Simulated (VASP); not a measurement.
# Nb (I4/mmm) in VASP: single point with r2SCAN

Aim: the single point of Nb with r2SCAN.

All numbers are computed with VASP 6.6.1; they aren't measurements. Logs are shortened: lines on timing, memory, paths and dates and some standing lists are left out, and cuts for length are marked.

## 1. The cell of the first run

It takes space group I4/mmm (No. 139, tetragonal). Conventional cell: a = 3.162 Å, b = 3.162 Å, c = 3.494 Å, α = 90.00°, β = 90.00°, γ = 90.00°. Nb (site symmetry 4/mmm) has 14 Nb at 2.84 to 3.49 Å within 3.7 Å.

## 2. Single point, r2SCAN (strain -0.050 along x and y, +0.050 along z)

POSCAR

```
Nb
1.0
   -1.5807525000      1.5807525000      1.7471475000
    1.5807525000     -1.5807525000      1.7471475000
    1.5807525000      1.5807525000     -1.7471475000
Nb
1
Direct
    0.0000000000      0.0000000000      0.0000000000
```

INCAR.step1

```
PREC = Accurate ; ENCUT = 520
ISMEAR = 0 ; SIGMA = 0.15
LREAL = False ; LASPH = True
NELM = 60 ; NBANDS = 12
GGA = PE ; ALGO = Normal
EDIFF = 1E-4 ; LWAVE = True
LCHARG = False
```

INCAR.step2

```
PREC = Accurate ; ENCUT = 520
EDIFF = 1E-6 ; ISMEAR = 0
SIGMA = 0.15 ; LREAL = False
LASPH = True ; NELM = 60
ALGO = Normal ; ISIF = 2
LWAVE = False ; LCHARG = False
METAGGA = R2SCAN ; LMIXTAU = True
NBANDS = 12 ; ISTART = 1
```

KPOINTS

```
regular mesh
0
Gamma
  20 20 20
```

Potentials or basis: VASP PAW PBE potentials, release 64 (Nb_sv).

Command:

```
$ cat potpaw_PBE.64/Nb_sv/POTCAR > POTCAR
$ cp INCAR.step1 INCAR
$ mpirun -np 1 vasp_std > vasp.out
$ cp INCAR.step2 INCAR
$ mpirun -np 1 vasp_std > vasp.out
```

OUTCAR:

```text
PREC = Accurate
   ENCUT = 520
   EDIFF = 1E-6
   ISMEAR = 0
   LREAL = False
   LASPH = True
   NELM = 60
   ISIF = 2
   METAGGA = R2SCAN
   ISTART = 1

 ion  position               nearest neighbor table
   1  0.000  0.000  0.000-

  LATTYP: Found a body centered tetragonal cell.
 ALAT       =     3.1615050000
 C/A-ratio  =     1.1052631579

  Lattice vectors:

 A1 = (  -1.5807525000,   1.5807525000,   1.7471475000)
 A2 = (   1.5807525000,  -1.5807525000,   1.7471475000)
 A3 = (   1.5807525000,   1.5807525000,  -1.7471475000)

Analysis of symmetry for initial positions (statically):
=====================================================================
 Subroutine PRICEL returns:
 Original cell was already a primitive cell.

 Routine SETGRP: Setting up the symmetry group for a
 body centered tetragonal supercell.

 Subroutine GETGRP returns: Found 16 space group operations
 (whereof 16 operations were pure point group operations)
 out of a pool of 16 trial point group operations.

The static configuration has the point symmetry D_4h.

Analysis of symmetry for dynamics (positions and initial velocities):
=====================================================================
 Subroutine PRICEL returns:
 Original cell was already a primitive cell.

 Routine SETGRP: Setting up the symmetry group for a
 body centered tetragonal supercell.

 Subroutine GETGRP returns: Found 16 space group operations
 (whereof 16 operations were pure point group operations)
 out of a pool of 16 trial point group operations.

The dynamic configuration has the point symmetry D_4h.

 Subroutine INISYM returns: Found 16 space group operations
 (whereof 16 operations are pure point group operations),
 and found     1 'primitive' translations

----------------------------------------------------------------------------------------

                                     Primitive cell

  volume of cell :      17.4629

  direct lattice vectors                    reciprocal lattice vectors
    -1.580752500  1.580752500  1.747147500     0.000000000  0.316305051  0.286180760
     1.580752500 -1.580752500  1.747147500     0.316305051  0.000000000  0.286180760
     1.580752500  1.580752500 -1.747147500     0.316305051  0.316305051  0.000000000

  length of vectors
     2.837266522  2.837266522  2.837266522     0.426553998  0.426553998  0.447322893

  position of ions in fractional coordinates (direct lattice)
     0.000000000  0.000000000  0.000000000

  ion indices of the primitive-cell ions
   primitive index   ion index
                 1           1

----------------------------------------------------------------------------------------

 KPOINTS: regular mesh

Automatic generation of k-mesh.
 Grid dimensions read from file:
 generate k-points for:   20   20   20

 Generating k-lattice:

  Cartesian coordinates                     Fractional coordinates (reciprocal lattice)
     0.000000000  0.015815253  0.014309038     0.050000000  0.000000000  0.000000000
     0.015815253  0.000000000  0.014309038     0.000000000  0.050000000  0.000000000
     0.015815253  0.015815253  0.000000000     0.000000000  0.000000000  0.050000000

  Length of vectors
     0.021327700  0.021327700  0.022366145

  Shift w.r.t. Gamma in fractional coordinates (k-lattice)
     0.000000000  0.000000000  0.000000000

 Subroutine IBZKPT returns following result:
 ===========================================

 Found    641 irreducible k-points:

 Following reciprocal coordinates:
            Coordinates               Weight
  0.000000  0.000000  0.000000      1.000000
  0.050000  0.000000 -0.000000      8.000000
  0.100000 -0.000000  0.000000      8.000000
  0.150000  0.000000 -0.000000      8.000000
  0.200000 -0.000000  0.000000      8.000000
  0.250000  0.000000 -0.000000      8.000000
[... 16 lines left out ...]
 -0.400000  0.050000  0.000000     16.000000
 -0.350000  0.050000  0.000000     16.000000
 [... further k-points ...]
   k-points           NKPTS =    641   k-points in BZ     NKDIM =    641   number of bands    NBANDS=     12
   number of dos      NEDOS =    301   number of ions     NIONS =      1
   total plane-waves  NPLWV =  13824
   dimension x,y,z NGX =    24 NGY =   24 NGZ =   24
   dimension x,y,z NGXF=    48 NGYF=   48 NGZF=   48
   ions per type =               1
   NGX,Y,Z   is equivalent  to a cutoff of  14.06, 14.06, 14.06 a.u.
   NGXF,Y,Z  is equivalent  to a cutoff of  28.12, 28.12, 28.12 a.u.
 SYSTEM =  unknown system
   PREC   = accura    normal or accurate (medium, high low for compatibility)
   ISTART =      1    job   : 0-new  1-cont  2-samecut
   ICHARG =      0    charge: 1-file 2-atom 10-const
   ISPIN  =      1    spin polarized calculation?
   LNONCOLLINEAR =      F non collinear calculations
   LSORBIT =      F    spin-orbit coupling
   LASPH  =      T    aspherical Exc in radial PAW
   ENCUT  =  520.0 eV  38.22 Ry    6.18 a.u.   5.28  5.28  5.28*2*pi/ulx,y,z
   NELM   =     60;   NELMIN=  2; NELMDL=  0     # of ELM steps
   EDIFF  = 0.1E-05   stopping-criterion for ELM
   LREAL  =      F    real-space projection
   EDIFFG = 0.1E-04   stopping-criterion for IOM
   NSW    =      0    number of steps for IOM
   IBRION =     -1    ionic relax: 0-MD 1-quasi-New 2-CG
   NFREE  =      0    steps in history (QN), initial steepest desc. (CG)
   ISIF   =      2    stress and relaxation
   ISYM   =      2    0-nonsym 1-usesym 2-fastsym
   POTIM  = 0.5000    time-step for ionic-motion
   TEBEG  =    0.0;   TEEND  =   0.0 temperature during run
   PSTRESS=    0.0 pullay stress
   NELECT =      13.0000    total number of electrons
   NUPDOWN=      -1.0000    fix difference up-down
   EMIN   =  10.00;   EMAX   =-10.00  energy-range for DOS
   EFERMI =   0.00;   METHOD = LEGACY
   ISMEAR =     0;   SIGMA  =   0.15  broadening in eV -4-tet -1-fermi 0-gaus
   EFERMI_NEDOS =   21; number of points for ismear=-14 and -15
   IALGO  =     38    algorithm
   IMIX   =      4    mixing-type and parameters
     AMIX     =   0.40;   BMIX     =  1.00
     AMIX_MAG =   1.60;   BMIX_MAG =  1.00
  volume/ion in A,a.u.               =      17.46       117.85
  Fermi-wavevector in a.u.,A,eV,Ry     =   1.483714  2.803813 29.951961  2.201407
  Thomas-Fermi vector in A             =   2.597341
   LORBIT       =      0    0 simple, 1 ext, 2 COOP (PROOUT), +10 PAW based schemes
   METAGGA = R2SCAN    functional components
   LHFCALC =     F    Hartree Fock is set to
   AEXX    =    0.0000 exact exchange contribution
   IVDW    =     0    specifies the selected vdW correction
   LEPSILON=     F    determine dielectric tensor
   LRPA    =     F    only Hartree local field effects (RPA)
 non-spin polarized calculation
 Gauss-broadening in eV      SIGMA  =   0.15
  energy-cutoff  :      520.00
  volume of cell :       17.46
 maximum number of plane-waves:       482
 NGX is ok and might be reduce to    24
   NGX = 11   NGY = 11   NGZ = 11

 number of electron      13.0000000 magnetization

 Free energy of the ion-electron system (eV)
  ---------------------------------------------------
  ext. energy  EPLUGINS =         0.00000000
  ---------------------------------------------------
  free energy    TOTEN  =       -24.79239353 eV

  energy without entropy =      -24.77621816  energy(sigma->0) =      -24.78430584

 E-fermi :  11.6298     XC(G=0): -13.8047

 val. band max:       11.6298395589   @ k =  -0.2500   0.1500   0.0000
 cond. band min:      11.6352678399   @ k =  -0.2000   0.0500  -0.0000
 fundamental gap:      0.0054282810
 Fermi energy:        11.6298430466

 k-point     1 :       0.0000    0.0000    0.0000
  band No.  band energies     occupation
      1     -44.5348      2.00000
      2     -19.0028      2.00000
      3     -19.0028      2.00000
      4     -18.9983      2.00000
      5       5.2431      2.00000
      6      11.7156      0.41864
      7      11.7156      0.41864
      8      12.8830      0.00000
      9      14.3645      0.00000
     10      15.8829      0.00000
     11      25.4244      0.00000
     12      27.2945      0.00000

 k-point     2 :       0.0500    0.0000   -0.0000
  band No.  band energies     occupation
      1     -44.5278      2.00000
      2     -19.0436      2.00000
      3     -19.0139      2.00000
      4     -19.0005      2.00000
      5       5.3531      2.00000
      6      11.7041      0.48397
      7      11.7453      0.27631
      8      12.8885      0.00000
      9      14.2999      0.00000
     10      15.8295      0.00000
     11      25.6334      0.00000
     12      27.4134      0.00000

 k-point     3 :       0.1000   -0.0000    0.0000
  band No.  band energies     occupation
      1     -44.5072      2.00000
      2     -19.1662      2.00000
      3     -19.0458      2.00000
      4     -19.0012      2.00000
      5       5.6705      2.00000
      6      11.6532      0.82563
      7      11.7684      0.19146
      8      12.9807      0.00000
      9      14.1515      0.00000
     10      15.7053      0.00000
     11      26.1591      0.00000
     12      27.7095      0.00000
[... 286 lines left out ...]
 k-point    23 :      -0.4000    0.0500    0.0000
  band No.  band energies     occupation
      1     -44.2784      2.00000
      2     -20.3867      2.00000
      3     -19.3860      2.00000
      4     -19.0294      2.00000
      5       7.7957      2.00000
      6      10.4938      2.00000
      7      12.3332      0.00000
      8      14.3235      0.00000
      9      16.1158      0.00000
     10      17.0686      0.00000
     11      24.7130      0.00000
     12      25.9589      0.00000

 k-point    24 :      -0.3500    0.0500    0.0000
  band No.  band energies     occupation
      1     -44.3157      2.00000
      2     -20.2004      2.00000
      3     -19.3292      2.00000
      4     -19.0295      2.00000
      5       7.7863      2.00000
      6      10.7086      2.00000
      7      11.7048      0.47957
      8      14.2091      0.00000
      9      15.8769      0.00000
     10      16.1502      0.00000
     11      25.3524      0.00000
     12      27.0666      0.00000

 [... further k-points ...]
[... 5 lines left out ...]
  --------------------------------------------------------------------------------------
  -------------------------------------------------------------------------------------
  Total        1.2052641      1.2052641     -0.2595840      0.0000000      0.0000000      0.0000000
  in kB      110.5797160    110.5797160    -23.8161251      0.0000000      0.0000000      0.0000000
  external PRESSURE =      65.7811023 kB  Pullay stress =       0.0000000 kB

 VOLUME and BASIS-vectors are now :
 -----------------------------------------------------------------------------
  energy-cutoff  :      520.00
  volume of cell :       17.46
      direct lattice vectors                 reciprocal lattice vectors
    -1.580752500  1.580752500  1.747147500     0.000000000  0.316305051  0.286180760
     1.580752500 -1.580752500  1.747147500     0.316305051  0.000000000  0.286180760
     1.580752500  1.580752500 -1.747147500     0.316305051  0.316305051  0.000000000

 POSITION                                       TOTAL-FORCE (eV/Angst)
 -----------------------------------------------------------------------------------
      0.00000      0.00000      0.00000         0.000000      0.000000      0.000000
 -----------------------------------------------------------------------------------
    total drift:                                0.000000      0.000000      0.000000

  FREE ENERGIE OF THE ION-ELECTRON SYSTEM (eV)
  ---------------------------------------------------
  free  energy   TOTEN  =       -24.7923935263 eV

  energy  without entropy=      -24.7762181630  energy(sigma->0) =      -24.78430584
```

Run time: 4.9 min. Hardware: 1 thread of Intel Xeon Platinum 8375C at 2.90GHz (Ice Lake), shared host; peak memory 0.25 GiB.

Results:

```yaml
Free_energy: -24.7924 eV
Pressure: 6.6 GPa
Band_gap_on_the_k_mesh: zero (an odd number of electrons rules out a gap without spin polarisation)
```

Caveat: the cell differs from its parent crystal (strain -0.050 along x and y, +0.050 along z); the stress differs along the axes, from -2 to 11 GPa; the PAW data sets were made with another functional, which shifts forces and pressure a little.
